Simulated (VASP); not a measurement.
# TiN (l.b) (Fm-3m) in VASP: further runs

Runs on TiN (l.b). Level: LDA. Tasks: single point, relaxation of cell and atoms.

Program: VASP 6.6.1. These are calculated values, not measurements. Logs are shortened: lines on timing, memory, paths and dates and some standing lists are left out, and cuts for length are marked.

## 1. The cell of the first run

The structure is cubic, space group Fm-3m (No. 225). The conventional cell has a = 4.173 Å, b = 4.173 Å, c = 4.173 Å, α = 90.00°, β = 90.00°, γ = 90.00°. Ti (site symmetry m-3m) has 6 N at 2.09 Å within 2.8 Å. Within 2.8 Å of N (site symmetry m-3m) lie 6 Ti at 2.09 Å.

## 2. Single point, LDA

Contents of INCAR:

```
  PREC = Accurate
  ENCUT = 600
  EDIFF = 1E-6
  ISMEAR = 0
  SIGMA = 0.1
  LREAL = False
  LASPH = True
  NELM = 120
  ALGO = Normal
  ISIF = 2
  LWAVE = False
  LCHARG = False
  GGA = CA
  NBANDS = 16
  GGA_COMPAT = False
```

Contents of KPOINTS:

```
regular mesh
0
Gamma
  8 8 8
```

Contents of POSCAR:

```
TiN
1.0
    0.0000000000      2.0864398374      2.0864398374
    2.0864398374      0.0000000000      2.0864398374
    2.0864398374      2.0864398374      0.0000000000
Ti N
1 1
Direct
    0.0000000000      0.0000000000      0.0000000000
    0.5000000000      0.5000000000      0.5000000000
```

Potentials or basis: VASP PAW LDA potentials, release 64 (Ti_sv, N).

Command:

```bash
$ cat potpaw_LDA.64/Ti_sv/POTCAR potpaw_LDA.64/N/POTCAR > POTCAR
$ mpirun -np 1 vasp_std > vasp.out
```

OUTCAR:

```text
PREC = Accurate
   ENCUT = 600
   EDIFF = 1E-6
   ISMEAR = 0
   LREAL = False
   LASPH = True
   NELM = 120
   ISIF = 2
   GGA = CA

 ion  position               nearest neighbor table
   1  0.000  0.000  0.000-   2 2.09   2 2.09   2 2.09   2 2.09   2 2.09   2 2.09
   2  0.500  0.500  0.500-   1 2.09   1 2.09   1 2.09   1 2.09   1 2.09   1 2.09

  LATTYP: Found a face centered cubic cell.
 ALAT       =     4.1728796748

  Lattice vectors:

 A1 = (   0.0000000000,   2.0864398374,   2.0864398374)
 A2 = (   2.0864398374,   0.0000000000,   2.0864398374)
 A3 = (   2.0864398374,   2.0864398374,   0.0000000000)

Analysis of symmetry for initial positions (statically):
=====================================================================
 Subroutine PRICEL returns:
 Original cell was already a primitive cell.

 Routine SETGRP: Setting up the symmetry group for a
 face centered cubic supercell.

 Subroutine GETGRP returns: Found 48 space group operations
 (whereof 48 operations were pure point group operations)
 out of a pool of 48 trial point group operations.

The static configuration has the point symmetry O_h .

Analysis of symmetry for dynamics (positions and initial velocities):
=====================================================================
 Subroutine PRICEL returns:
 Original cell was already a primitive cell.

 Routine SETGRP: Setting up the symmetry group for a
 face centered cubic supercell.

 Subroutine GETGRP returns: Found 48 space group operations
 (whereof 48 operations were pure point group operations)
 out of a pool of 48 trial point group operations.

The dynamic configuration has the point symmetry O_h .

 Subroutine INISYM returns: Found 48 space group operations
 (whereof 48 operations are pure point group operations),
 and found     1 'primitive' translations

----------------------------------------------------------------------------------------

                                     Primitive cell

  volume of cell :      18.1655

  direct lattice vectors                    reciprocal lattice vectors
     0.000000000  2.086439837  2.086439837    -0.239642664  0.239642664  0.239642664
     2.086439837  0.000000000  2.086439837     0.239642664 -0.239642664  0.239642664
     2.086439837  2.086439837  0.000000000     0.239642664  0.239642664 -0.239642664

  length of vectors
     2.950671515  2.950671515  2.950671515     0.415073269  0.415073269  0.415073269

  position of ions in fractional coordinates (direct lattice)
     0.000000000  0.000000000  0.000000000
     0.500000000  0.500000000  0.500000000

  ion indices of the primitive-cell ions
   primitive index   ion index
                 1           1
                 2           2

----------------------------------------------------------------------------------------

 KPOINTS: regular mesh

Automatic generation of k-mesh.
 Grid dimensions read from file:
 generate k-points for:    8    8    8

 Generating k-lattice:

  Cartesian coordinates                     Fractional coordinates (reciprocal lattice)
    -0.029955333  0.029955333  0.029955333     0.125000000  0.000000000  0.000000000
     0.029955333 -0.029955333  0.029955333     0.000000000  0.125000000  0.000000000
     0.029955333  0.029955333 -0.029955333     0.000000000  0.000000000  0.125000000

  Length of vectors
     0.051884159  0.051884159  0.051884159

  Shift w.r.t. Gamma in fractional coordinates (k-lattice)
     0.000000000  0.000000000  0.000000000

 Subroutine IBZKPT returns following result:
 ===========================================

 Found     29 irreducible k-points:

 Following reciprocal coordinates:
            Coordinates               Weight
  0.000000  0.000000  0.000000      1.000000
  0.125000  0.000000  0.000000      8.000000
  0.250000  0.000000  0.000000      8.000000
  0.375000  0.000000  0.000000      8.000000
  0.500000  0.000000  0.000000      4.000000
  0.125000  0.125000  0.000000      6.000000
[... 16 lines left out ...]
  0.500000  0.250000  0.125000     48.000000
 -0.375000  0.250000  0.125000     24.000000
 [... further k-points ...]
   k-points           NKPTS =     29   k-points in BZ     NKDIM =     29   number of bands    NBANDS=     16
   number of dos      NEDOS =    301   number of ions     NIONS =      2
   total plane-waves  NPLWV =  13824
   dimension x,y,z NGX =    24 NGY =   24 NGZ =   24
   dimension x,y,z NGXF=    48 NGYF=   48 NGZF=   48
   ions per type =               1   1
   NGX,Y,Z   is equivalent  to a cutoff of  13.52, 13.52, 13.52 a.u.
   NGXF,Y,Z  is equivalent  to a cutoff of  27.04, 27.04, 27.04 a.u.
 SYSTEM =  unknown system
   PREC   = accura    normal or accurate (medium, high low for compatibility)
   ISTART =      0    job   : 0-new  1-cont  2-samecut
   ICHARG =      2    charge: 1-file 2-atom 10-const
   ISPIN  =      1    spin polarized calculation?
   LNONCOLLINEAR =      F non collinear calculations
   LSORBIT =      F    spin-orbit coupling
   LASPH  =      T    aspherical Exc in radial PAW
   ENCUT  =  600.0 eV  44.10 Ry    6.64 a.u.   5.89  5.89  5.89*2*pi/ulx,y,z
   NELM   =    120;   NELMIN=  2; NELMDL= -5     # of ELM steps
   EDIFF  = 0.1E-05   stopping-criterion for ELM
   LREAL  =      F    real-space projection
[... 7 lines left out ...]
   TEBEG  =    0.0;   TEEND  =   0.0 temperature during run
   PSTRESS=    0.0 pullay stress
   NELECT =      17.0000    total number of electrons
   NUPDOWN=      -1.0000    fix difference up-down
   EMIN   =  10.00;   EMAX   =-10.00  energy-range for DOS
   EFERMI =   0.00;   METHOD = LEGACY
   ISMEAR =     0;   SIGMA  =   0.10  broadening in eV -4-tet -1-fermi 0-gaus
   EFERMI_NEDOS =   21; number of points for ismear=-14 and -15
   IALGO  =     38    algorithm
   IMIX   =      4    mixing-type and parameters
     AMIX     =   0.40;   BMIX     =  1.00
     AMIX_MAG =   1.60;   BMIX_MAG =  1.00
  volume/ion in A,a.u.               =       9.08        61.29
  Fermi-wavevector in a.u.,A,eV,Ry     =   1.601309  3.026036 34.887951  2.564192
  Thomas-Fermi vector in A             =   2.698308
   LORBIT       =      0    0 simple, 1 ext, 2 COOP (PROOUT), +10 PAW based schemes
   GGA     = CA    functional components
   LHFCALC =     F    Hartree Fock is set to
   AEXX    =    0.0000 exact exchange contribution
   IVDW    =     0    specifies the selected vdW correction
   LEPSILON=     F    determine dielectric tensor
   LRPA    =     F    only Hartree local field effects (RPA)
 non-spin polarized calculation
 Gauss-broadening in eV      SIGMA  =   0.10
  energy-cutoff  :      600.00
  volume of cell :       18.17
 maximum number of plane-waves:       620
   NGX = 11   NGY = 11   NGZ = 11

 number of electron      16.9999996 magnetization

 Free energy of the ion-electron system (eV)
  ---------------------------------------------------
  ext. energy  EPLUGINS =         0.00000000
  ---------------------------------------------------
  free energy    TOTEN  =       -21.66201058 eV

  energy without entropy =      -21.65358593  energy(sigma->0) =      -21.65779826

 E-fermi :  11.8721     XC(G=0): -13.6422

 val. band max:       11.8651116517   @ k =   0.3750   0.1250   0.0000
 cond. band min:      11.8968022033   @ k =  -0.3750   0.3750   0.1250
 fundamental gap:      0.0316905516
 Fermi energy:        11.8720801569

 k-point     1 :       0.0000    0.0000    0.0000
  band No.  band energies     occupation
      1     -45.2090      2.00000
      2     -21.5258      2.00000
      3     -21.5258      2.00000
      4     -21.5258      2.00000
      5      -5.2773      2.00000
      6       9.7892      2.00000
[... 8 lines left out ...]
     15      25.1836      0.00000
     16      32.3269      0.00000

 k-point     2 :       0.1250    0.0000    0.0000
  band No.  band energies     occupation
      1     -45.1904      2.00000
      2     -21.6494      2.00000
      3     -21.5356      2.00000
      4     -21.5356      2.00000
      5      -4.9471      2.00000
      6       8.3592      2.00000
[... 8 lines left out ...]
     15      25.4156      0.00000
     16      31.8166      0.00000

 k-point     3 :       0.2500    0.0000    0.0000
  band No.  band energies     occupation
      1     -45.1452      2.00000
      2     -21.9382      2.00000
      3     -21.5593      2.00000
      4     -21.5593      2.00000
      5      -4.0843      2.00000
      6       6.1620      2.00000
[... 8 lines left out ...]
     15      25.2098      0.00000
     16      29.9674      0.00000

 k-point     4 :       0.3750    0.0000    0.0000
  band No.  band energies     occupation
      1     -45.0996      2.00000
      2     -22.2149      2.00000
      3     -21.5829      2.00000
      4     -21.5829      2.00000
      5      -3.0545      2.00000
      6       4.2917      2.00000
[... 8 lines left out ...]
     15      25.6226      0.00000
     16      27.7686      0.00000

 k-point     5 :       0.5000    0.0000    0.0000
  band No.  band energies     occupation
      1     -45.0805      2.00000
      2     -22.3263      2.00000
      3     -21.5925      2.00000
      4     -21.5925      2.00000
      5      -2.5290      2.00000
      6       3.4889      2.00000
[... 8 lines left out ...]
     15      26.2406      0.00000
     16      26.7904      0.00000

 k-point     6 :       0.1250    0.1250    0.0000
  band No.  band energies     occupation
      1     -45.1842      2.00000
      2     -21.6407      2.00000
      3     -21.5629      2.00000
      4     -21.5629      2.00000
      5      -4.8622      2.00000
      6       7.5379      2.00000
[... 8 lines left out ...]
     15      25.6224      0.00000
     16      31.1979      0.00000

 k-point     7 :       0.2500    0.1250    0.0000
  band No.  band energies     occupation
      1     -45.1479      2.00000
      2     -21.8519      2.00000
      3     -21.5990      2.00000
      4     -21.5830      2.00000
      5      -4.2522      2.00000
      6       6.1622      2.00000
[... 8 lines left out ...]
     15      25.5965      0.00000
     16      29.9770      0.00000

 k-point     8 :       0.3750    0.1250    0.0000
  band No.  band energies     occupation
      1     -45.1025      2.00000
      2     -22.1154      2.00000
      3     -21.6226      2.00000
      4     -21.6192      2.00000
      5      -3.3878      2.00000
      6       4.8536      2.00000
[... 8 lines left out ...]
     15      25.3239      0.00000
     16      27.9355      0.00000

 k-point     9 :       0.5000    0.1250    0.0000
  band No.  band energies     occupation
      1     -45.0746      2.00000
      2     -22.2694      2.00000
      3     -21.6607      2.00000
      4     -21.6202      2.00000
      5      -2.7452      2.00000
      6       3.9427      2.00000
[... 8 lines left out ...]
     15      25.7912      0.00000
     16      26.6132      0.00000
[... 172 lines left out ...]
 k-point    19 :       0.5000    0.3750    0.0000
  band No.  band energies     occupation
      1     -45.0454      2.00000
      2     -22.1465      2.00000
      3     -21.8174      2.00000
      4     -21.7520      2.00000
      5      -3.6659      2.00000
      6       5.7902      2.00000
[... 8 lines left out ...]
     15      24.4845      0.00000
     16      26.2324      0.00000

 k-point    20 :      -0.3750    0.3750    0.0000
  band No.  band energies     occupation
      1     -45.0425      2.00000
      2     -22.0730      2.00000
      3     -21.9625      2.00000
      4     -21.7131      2.00000
      5      -3.3404      2.00000
      6       5.8558      2.00000
[... 8 lines left out ...]
     15      24.1014      0.00000
     16      25.2441      0.00000

 k-point    21 :       0.5000    0.5000    0.0000
  band No.  band energies     occupation
      1     -45.0393      2.00000
      2     -22.1878      2.00000
      3     -21.7789      2.00000
      4     -21.7789      2.00000
      5      -3.8402      2.00000
      6       5.9799      2.00000
[... 8 lines left out ...]
     15      24.0359      0.00000
     16      26.9366      0.00000

 k-point    22 :       0.3750    0.2500    0.1250
  band No.  band energies     occupation
      1     -45.1116      2.00000
      2     -21.9895      2.00000
      3     -21.7017      2.00000
      4     -21.5996      2.00000
      5      -3.7231      2.00000
      6       5.3134      2.00000
[... 8 lines left out ...]
     15      25.2911      0.00000
     16      27.5757      0.00000

 k-point    23 :       0.5000    0.2500    0.1250
  band No.  band energies     occupation
      1     -45.0750      2.00000
      2     -22.1334      2.00000
      3     -21.7733      2.00000
      4     -21.6368      2.00000
      5      -3.1655      2.00000
      6       4.7397      2.00000
[... 8 lines left out ...]
     15      24.9370      0.00000
     16      26.4473      0.00000

 k-point    24 :      -0.3750    0.2500    0.1250
  band No.  band energies     occupation
      1     -45.0598      2.00000
      2     -22.1956      2.00000
      3     -21.7916      2.00000
      4     -21.6599      2.00000
      5      -2.9230      2.00000
      6       4.5034      2.00000
[... 8 lines left out ...]
     15      25.1636      0.00000
     16      26.1847      0.00000

 [... further k-points ...]
[... 5 lines left out ...]
  --------------------------------------------------------------------------------------
  -------------------------------------------------------------------------------------
  Total        0.1043148      0.1043148      0.1043148      0.0000000     -0.0000000      0.0000000
  in kB        9.2004453      9.2004453      9.2004453      0.0000000     -0.0000000      0.0000000
  external PRESSURE =       9.2004453 kB  Pullay stress =       0.0000000 kB

 VOLUME and BASIS-vectors are now :
 -----------------------------------------------------------------------------
  energy-cutoff  :      600.00
  volume of cell :       18.17
      direct lattice vectors                 reciprocal lattice vectors
     0.000000000  2.086439837  2.086439837    -0.239642664  0.239642664  0.239642664
     2.086439837  0.000000000  2.086439837     0.239642664 -0.239642664  0.239642664
     2.086439837  2.086439837  0.000000000     0.239642664  0.239642664 -0.239642664

 POSITION                                       TOTAL-FORCE (eV/Angst)
 -----------------------------------------------------------------------------------
      0.00000      0.00000      0.00000         0.000000      0.000000      0.000000
      2.08644      2.08644      2.08644         0.000000      0.000000      0.000000
 -----------------------------------------------------------------------------------
    total drift:                                0.000000     -0.000000     -0.000000

  FREE ENERGIE OF THE ION-ELECTRON SYSTEM (eV)
  ---------------------------------------------------
  free  energy   TOTEN  =       -21.6620105817 eV

  energy  without entropy=      -21.6535859319  energy(sigma->0) =      -21.65779826
```

Run time: 9.1 s. Hardware: 1 thread of Intel Xeon Platinum 8488C (Sapphire Rapids), shared host; peak memory 0.13 GiB.

Results:

- Free energy: -21.6620 eV
- Pressure: 0.9 GPa

(Continued in part 2 of 2.)
